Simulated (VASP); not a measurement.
# Ga5Sb3As2 (an interface model) in VASP: single point with r2SCAN

Aim: the single point of Ga5Sb3As2 (an interface model) with r2SCAN.

Program: VASP 6.6.1. These are calculated values, not measurements. Logs are shortened: lines on timing, memory, paths and dates and some standing lists are left out, and cuts for length are marked.

### 1 The cell of the first run

The cell holds layers of an interface, 20 atoms: a = 4.323 Å, b = 4.323 Å, c = 28.725 Å, α = 90.00°, β = 90.00°, γ = 90.00°.

### 2 Single point, r2SCAN

Contents of POSCAR:

```
Ga5Sb3As2
1.0
    3.0566970000      3.0566970000      0.0000000000
   -3.0566970000      3.0566970000      0.0000000000
    0.0000000000      0.0000000000     28.7248180000
Ga As Sb
10 4 6
Direct
    0.0000000000      0.0000000000      0.0017330000
    0.0000000000      0.0000000000      0.1835730000
    0.0000000000      0.0000000000      0.3654130000
    0.0000000000      0.0000000000      0.5774220000
    0.0000000000      0.0000000000      0.7897230000
    0.5000000000      0.5000000000      0.0929150000
    0.5000000000      0.5000000000      0.2742300000
    0.5000000000      0.5000000000      0.4713230000
    0.5000000000      0.5000000000      0.6835730000
    0.5000000000      0.5000000000      0.8958220000
    0.5000000000      0.0000000000      0.0474430000
    0.5000000000      0.0000000000      0.2289590000
    0.0000000000      0.5000000000      0.1381860000
    0.0000000000      0.5000000000      0.3197020000
    0.5000000000      0.0000000000      0.4184050000
    0.5000000000      0.0000000000      0.6304980000
    0.5000000000      0.0000000000      0.8427520000
    0.0000000000      0.5000000000      0.5243930000
    0.0000000000      0.5000000000      0.7366480000
    0.0000000000      0.5000000000      0.9487410000
```

Contents of INCAR.step1:

```
SYSTEM = Ga5Sb3As2
PREC = Accurate
ENCUT = 440
ISMEAR = -1
SIGMA = 0.05
LREAL = .False.
LASPH = .True.
NELM = 120
NBANDS = 106
GGA = PE
ALGO = Normal
EDIFF = 1E-5
LWAVE = .True.
LCHARG = .False.
GGA_COMPAT = .False.
```

Contents of INCAR.step2:

```
SYSTEM = Ga5Sb3As2
PREC = Accurate
ENCUT = 440
EDIFF = 1E-6
ISMEAR = -1
SIGMA = 0.05
LREAL = .False.
LASPH = .True.
NELM = 120
ALGO = Normal
ISIF = 2
LWAVE = .False.
LCHARG = .False.
METAGGA = R2SCAN
LMIXTAU = .True.
NBANDS = 106
ISTART = 1
GGA_COMPAT = .False.
```

Contents of KPOINTS:

```
Automatic mesh
0
Gamma
  4 4 1
  0 0 0
```

Potentials or basis: VASP PAW PBE potentials, release 64 (Ga_d, As, Sb).

Started as:

```
$ cat potpaw_PBE.64/Ga_d/POTCAR potpaw_PBE.64/As/POTCAR potpaw_PBE.64/Sb/POTCAR > POTCAR
$ cp INCAR.step1 INCAR
$ mpirun -np 1 vasp_std > vasp.out
$ cp INCAR.step2 INCAR
$ mpirun -np 1 vasp_std > vasp.out
```

OUTCAR:

```text
SYSTEM = Ga5Sb3As2
   PREC = Accurate
   ENCUT = 440
   EDIFF = 1E-6
   ISMEAR = -1
   LREAL = .False.
   LASPH = .True.
   NELM = 120
   ISIF = 2
   METAGGA = R2SCAN
   ISTART = 1

 ion  position               nearest neighbor table
   1  0.000  0.000  0.002-  11 2.53  11 2.53  20 2.64  20 2.64
   2  0.000  0.000  0.184-  12 2.52  12 2.52  13 2.52  13 2.52
   3  0.000  0.000  0.365-  14 2.53  14 2.53  15 2.64  15 2.64
   4  0.000  0.000  0.577-  18 2.64  18 2.64  16 2.65  16 2.65
   5  0.000  0.000  0.790-  17 2.64  17 2.64  19 2.64  19 2.64
   6  0.500  0.500  0.093-  13 2.52  13 2.52  11 2.53  11 2.53
[... 12 lines left out ...]
  19  0.000  0.500  0.737-   5 2.64   9 2.64   5 2.64   9 2.64
  20  0.000  0.500  0.949-  10 2.64  10 2.64   1 2.64   1 2.64

  LATTYP: Found a simple tetragonal cell.
 ALAT       =     4.3228223535
 C/A-ratio  =     6.6449221484

  Lattice vectors:

 A1 = (   3.0566970000,   3.0566970000,   0.0000000000)
 A2 = (  -3.0566970000,   3.0566970000,   0.0000000000)
 A3 = (   0.0000000000,   0.0000000000,  28.7248180000)

Analysis of symmetry for initial positions (statically):
=====================================================================
 Subroutine PRICEL returns:
 Original cell was already a primitive cell.

 Routine SETGRP: Setting up the symmetry group for a
 simple tetragonal supercell.

 Subroutine GETGRP returns: Found  8 space group operations
 (whereof  4 operations were pure point group operations)
 out of a pool of 16 trial point group operations.

The static configuration has the point symmetry C_2v.
 The point group associated with its full space group is D_2d.

Analysis of symmetry for dynamics (positions and initial velocities):
=====================================================================
 Subroutine PRICEL returns:
 Original cell was already a primitive cell.

 Routine SETGRP: Setting up the symmetry group for a
 simple tetragonal supercell.

 Subroutine GETGRP returns: Found  8 space group operations
 (whereof  4 operations were pure point group operations)
 out of a pool of 16 trial point group operations.

The dynamic configuration has the point symmetry C_2v.
 The point group associated with its full space group is D_2d.

 Subroutine INISYM returns: Found  8 space group operations
 (whereof  4 operations are pure point group operations),
 and found     1 'primitive' translations

----------------------------------------------------------------------------------------

                                     Primitive cell

  volume of cell :     536.7747

  direct lattice vectors                    reciprocal lattice vectors
     3.056697000  3.056697000  0.000000000     0.163575258  0.163575258  0.000000000
    -3.056697000  3.056697000  0.000000000    -0.163575258  0.163575258  0.000000000
     0.000000000  0.000000000 28.724818000     0.000000000  0.000000000  0.034813101

  length of vectors
     4.322822353  4.322822353 28.724818000     0.231330348  0.231330348  0.034813101

  position of ions in fractional coordinates (direct lattice)
     0.000000000  0.000000000  0.001733000
     0.000000000  0.000000000  0.183573000
     0.000000000  0.000000000  0.365413000
     0.000000000  0.000000000  0.577422000
     0.000000000  0.000000000  0.789723000
     0.500000000  0.500000000  0.092915000
[... 12 lines left out ...]
     0.000000000  0.500000000  0.736648000
     0.000000000  0.500000000  0.948741000

  ion indices of the primitive-cell ions
   primitive index   ion index
                 1           1
                 2           2
                 3           3
                 4           4
                 5           5
                 6           6
[... 12 lines left out ...]
                19          19
                20          20

----------------------------------------------------------------------------------------

 KPOINTS: Automatic mesh

Automatic generation of k-mesh.
 Grid dimensions read from file:
 generate k-points for:    4    4    1

 Generating k-lattice:

  Cartesian coordinates                     Fractional coordinates (reciprocal lattice)
     0.040893814  0.040893814  0.000000000     0.250000000  0.000000000  0.000000000
    -0.040893814  0.040893814  0.000000000     0.000000000  0.250000000  0.000000000
     0.000000000  0.000000000  0.034813101     0.000000000  0.000000000  1.000000000

  Length of vectors
     0.057832587  0.057832587  0.034813101

  Shift w.r.t. Gamma in fractional coordinates (k-lattice)
     0.000000000  0.000000000  0.000000000

 Subroutine IBZKPT returns following result:
 ===========================================

 Found      6 irreducible k-points:

 Following reciprocal coordinates:
            Coordinates               Weight
  0.000000  0.000000  0.000000      1.000000
  0.250000  0.000000  0.000000      4.000000
  0.500000  0.000000  0.000000      2.000000
  0.250000  0.250000  0.000000      4.000000
  0.500000  0.250000  0.000000      4.000000
  0.500000  0.500000  0.000000      1.000000
   k-points           NKPTS =      6   k-points in BZ     NKDIM =      6   number of bands    NBANDS=    106
   number of dos      NEDOS =    301   number of ions     NIONS =     20
   total plane-waves  NPLWV = 180000
   dimension x,y,z NGX =    30 NGY =   30 NGZ =  200
   dimension x,y,z NGXF=    60 NGYF=   60 NGZF=  400
   ions per type =              10   4   6
   NGX,Y,Z   is equivalent  to a cutoff of  11.54, 11.54, 11.58 a.u.
   NGXF,Y,Z  is equivalent  to a cutoff of  23.07, 23.07, 23.15 a.u.
 SYSTEM =  Ga5Sb3As2
   PREC   = accura    normal or accurate (medium, high low for compatibility)
   ISTART =      1    job   : 0-new  1-cont  2-samecut
   ICHARG =      0    charge: 1-file 2-atom 10-const
   ISPIN  =      1    spin polarized calculation?
   LNONCOLLINEAR =      F non collinear calculations
   LSORBIT =      F    spin-orbit coupling
   LASPH  =      T    aspherical Exc in radial PAW
   ENCUT  =  440.0 eV  32.34 Ry    5.69 a.u.   7.39  7.39 49.13*2*pi/ulx,y,z
   NELM   =    120;   NELMIN=  2; NELMDL=  0     # of ELM steps
   EDIFF  = 0.1E-05   stopping-criterion for ELM
   LREAL  =      F    real-space projection
   EDIFFG = 0.1E-04   stopping-criterion for IOM
   NSW    =      0    number of steps for IOM
   IBRION =     -1    ionic relax: 0-MD 1-quasi-New 2-CG
   NFREE  =      0    steps in history (QN), initial steepest desc. (CG)
   ISIF   =      2    stress and relaxation
   ISYM   =      2    0-nonsym 1-usesym 2-fastsym
   POTIM  = 0.5000    time-step for ionic-motion
   TEBEG  =    0.0;   TEEND  =   0.0 temperature during run
   PSTRESS=    0.0 pullay stress
   NELECT =     180.0000    total number of electrons
   NUPDOWN=      -1.0000    fix difference up-down
   EMIN   =  10.00;   EMAX   =-10.00  energy-range for DOS
   EFERMI =   0.00;   METHOD = LEGACY
   ISMEAR =    -1;   SIGMA  =   0.05  broadening in eV -4-tet -1-fermi 0-gaus
   EFERMI_NEDOS =   21; number of points for ismear=-14 and -15
   IALGO  =     38    algorithm
   IMIX   =      4    mixing-type and parameters
     AMIX     =   0.40;   BMIX     =  1.00
     AMIX_MAG =   1.60;   BMIX_MAG =  1.00
  volume/ion in A,a.u.               =      26.84       181.12
  Fermi-wavevector in a.u.,A,eV,Ry     =   1.137370  2.149317 17.600630  1.293610
  Thomas-Fermi vector in A             =   2.274075
   LORBIT       =      0    0 simple, 1 ext, 2 COOP (PROOUT), +10 PAW based schemes
   METAGGA = R2SCAN    functional components
   LHFCALC =     F    Hartree Fock is set to
   AEXX    =    0.0000 exact exchange contribution
   IVDW    =     0    specifies the selected vdW correction
   LEPSILON=     F    determine dielectric tensor
   LRPA    =     F    only Hartree local field effects (RPA)
 non-spin polarized calculation
  energy-cutoff  :      440.00
  volume of cell :      536.77
 maximum number of plane-waves:     11339
 NGX is ok and might be reduce to    30
   NGX = 15   NGY = 15   NGZ = 99

 number of electron     180.0000232 magnetization

 Free energy of the ion-electron system (eV)
  ---------------------------------------------------
  ext. energy  EPLUGINS =         0.00000000
  ---------------------------------------------------
  free energy    TOTEN  =      -332.65027838 eV

  energy without entropy =     -332.64402171  energy(sigma->0) =     -332.64715005

 E-fermi :   4.3666     XC(G=0):  -9.8022

 val. band max:        4.2790390451   @ k =   0.0000   0.0000   0.0000
 cond. band min:       4.4458914426   @ k =   0.0000   0.0000   0.0000
 fundamental gap:      0.1668523975
 Fermi energy:         4.3665720439

 k-point     1 :       0.0000    0.0000    0.0000
  band No.  band energies     occupation
      1     -11.4248      2.00000
      2     -11.3959      2.00000
      3     -11.3583      2.00000
      4     -11.3582      2.00000
      5     -11.3531      2.00000
      6     -11.3469      2.00000
[... 94 lines left out ...]
    101       6.0215      0.00000
    102       6.1044      0.00000

 k-point     2 :       0.2500    0.0000    0.0000
  band No.  band energies     occupation
      1     -11.4185      2.00000
      2     -11.4000      2.00000
      3     -11.3811      2.00000
      4     -11.3681      2.00000
      5     -11.3540      2.00000
      6     -11.3472      2.00000
[... 94 lines left out ...]
    101       7.6321      0.00000
    102       7.7969      0.00000

 k-point     3 :       0.5000    0.0000    0.0000
  band No.  band energies     occupation
      1     -11.4114      2.00000
      2     -11.4091      2.00000
      3     -11.3989      2.00000
      4     -11.3757      2.00000
      5     -11.3475      2.00000
      6     -11.3451      2.00000
[... 94 lines left out ...]
    101       8.2866      0.00000
    102       8.2999      0.00000

 k-point     4 :       0.2500    0.2500    0.0000
  band No.  band energies     occupation
      1     -11.4206      2.00000
      2     -11.4094      2.00000
      3     -11.3910      2.00000
      4     -11.3889      2.00000
      5     -11.3396      2.00000
      6     -11.3352      2.00000
[... 94 lines left out ...]
    101       7.4712      0.00000
    102       7.4907      0.00000

 k-point     5 :       0.5000    0.2500    0.0000
  band No.  band energies     occupation
      1     -11.4231      2.00000
      2     -11.4222      2.00000
      3     -11.4034      2.00000
      4     -11.3950      2.00000
      5     -11.3330      2.00000
      6     -11.3302      2.00000
[... 94 lines left out ...]
    101       7.2403      0.00000
    102       7.2503      0.00000

 k-point     6 :       0.5000    0.5000    0.0000
  band No.  band energies     occupation
      1     -11.4337      2.00000
      2     -11.4335      2.00000
      3     -11.4083      2.00000
      4     -11.4079      2.00000
      5     -11.3239      2.00000
      6     -11.3236      2.00000
[... 94 lines left out ...]
    101       6.6836      0.00000
    102       6.6878      0.00000
 [bands above 102 left out]

------------------------ aborting loop because EDIFF is reached ----------------------------------------

  FORCE on cell =-STRESS in cart. coord.  units (eV):
  Direction    XX          YY          ZZ          XY          YZ          ZX
  --------------------------------------------------------------------------------------
  -------------------------------------------------------------------------------------
  Total       -5.9933378     -5.9933378      0.5216627     -0.0000000      0.0000000      0.0000000
  in kB      -17.8890499    -17.8890499      1.5570705     -0.0000000      0.0000000      0.0000000
  external PRESSURE =     -11.4070097 kB  Pullay stress =       0.0000000 kB

 VOLUME and BASIS-vectors are now :
 -----------------------------------------------------------------------------
  energy-cutoff  :      440.00
  volume of cell :      536.77
      direct lattice vectors                 reciprocal lattice vectors
     3.056697000  3.056697000  0.000000000     0.163575258  0.163575258  0.000000000
    -3.056697000  3.056697000  0.000000000    -0.163575258  0.163575258  0.000000000
     0.000000000  0.000000000 28.724818000     0.000000000  0.000000000  0.034813101

 POSITION                                       TOTAL-FORCE (eV/Angst)
 -----------------------------------------------------------------------------------
      0.00000      0.00000      0.04978         0.000000     -0.000000     -0.011620
      0.00000      0.00000      5.27310        -0.000000      0.000000      0.000000
      0.00000      0.00000     10.49642        -0.000000     -0.000000      0.011620
      0.00000      0.00000     16.58634        -0.000000     -0.000000      0.001568
      0.00000      0.00000     22.68465         0.000000      0.000000     -0.001568
      0.00000      3.05670      2.66897         0.000000     -0.000000      0.002760
[... 12 lines left out ...]
     -1.52835      1.52835     21.16008         0.000000      0.000000     -0.002712
     -1.52835      1.52835     27.25241         0.000000      0.000000     -0.002227
 -----------------------------------------------------------------------------------
    total drift:                               -0.000000      0.000000     -0.025878

  FREE ENERGIE OF THE ION-ELECTRON SYSTEM (eV)
  ---------------------------------------------------
  free  energy   TOTEN  =      -332.6502783795 eV

  energy  without entropy=     -332.6440217141  energy(sigma->0) =     -332.64715005
```

Run time: 67 min. Hardware: 1 thread of Intel Xeon 8259CL, shared host; peak memory 0.59 GiB.

Results:

| Item | Value |
| --- | --- |
| Free energy | -332.6503 eV |
| Pressure | -1.1 GPa |
| Largest force | 0.012 eV/Å |
| Band gap on the k mesh | 0.17 eV |

Forces on the atoms (eV/Å):
```
Ga   0.000  0.000 -0.012
Ga   0.000  0.000  0.000
Ga   0.000  0.000  0.012
Ga   0.000  0.000  0.002
Ga   0.000  0.000 -0.002
Ga   0.000  0.000  0.003
Ga   0.000  0.000 -0.003
Ga   0.000  0.000 -0.012
Ga   0.000  0.000  0.000
Ga   0.000  0.000  0.012
As   0.000  0.000  0.010
As   0.000  0.000  0.004
As   0.000  0.000 -0.004
As   0.000  0.000 -0.010
Sb   0.000  0.000  0.002
Sb   0.000  0.000  0.003
Sb   0.000  0.000 -0.005
Sb   0.000  0.000  0.005
Sb   0.000  0.000 -0.003
Sb   0.000  0.000 -0.002
```

Stress tensor (GPa, compression positive):
```
-1.79  0.00  0.00
 0.00 -1.79  0.00
 0.00  0.00  0.16
```

Levels at points of the mesh, in eV from the valence-band top:
| k point | band 88 | band 89 | band 90 | band 91 | band 92 | band 93 |
| --- | --- | --- | --- | --- | --- | --- |
| (0.00, 0.00, 0.00) | -0.14 | -0.14 | 0.00 | 0.17 | 0.52 | 0.60 |
| (0.50, 0.00, 0.00) | -1.26 | -1.23 | -1.23 | 0.60 | 0.67 | 0.95 |
| (0.50, 0.50, 0.00) | -2.66 | -2.62 | -2.61 | 1.32 | 1.33 | 1.57 |

Caveat: the PAW data sets were made with another functional, which shifts forces and pressure a little; spin-orbit coupling is left out, which moves the levels of the heavy elements.
